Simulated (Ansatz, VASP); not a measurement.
**KI in VASP and in Ansatz**

```
K I
1.0
     0.00000    3.59504    3.52455
     3.52455    0.00000    3.52455
     3.52455    3.59504    0.00000
K I
1 1
Direct
  0.00000 0.00000 0.00000
  0.50000 0.50000 0.50000
```

Change from the starting cell: strain +0.0200 x Voigt [0, 1, 0, 0, 0, 0], atoms carried along.

Alike in both runs: task single point; functional PBE; k mesh 6 × 6 × 6; occupations gaussian, width 0.05 eV; no spin polarisation.

|  | VASP | Ansatz |
| --- | --- | --- |
| version | VASP 6.6.1 | Ansatz 0.2.0 |
| potentials or method | VASP PAW PBE potentials, release 64 (K_sv, I), cutoff 520 eV | scalar-relativistic, plane waves, PAW |
| valence electrons in the cell | 16 | 26 |

VASP gave:

```
gap on the k mesh at the Fermi level (eV)                     : 3.93
least direct gap on the mesh (eV)                             : 3.93
pressure (GPa)                                                : 0.5
traceless stress, the component that is largest in VASP (GPa) : -0.32
```

Which values does Ansatz return?

gap on the k mesh at the Fermi level (eV): 3.94; least direct gap on the mesh (eV): 3.94; pressure (GPa): 0.4; traceless stress, the component that is largest in VASP (GPa): -0.31.

VASP's potentials hold 16 valence electrons a cell and Ansatz's 26, so a difference there can come from the potentials and not from the codes.

Neither program's run includes spin-orbit coupling.
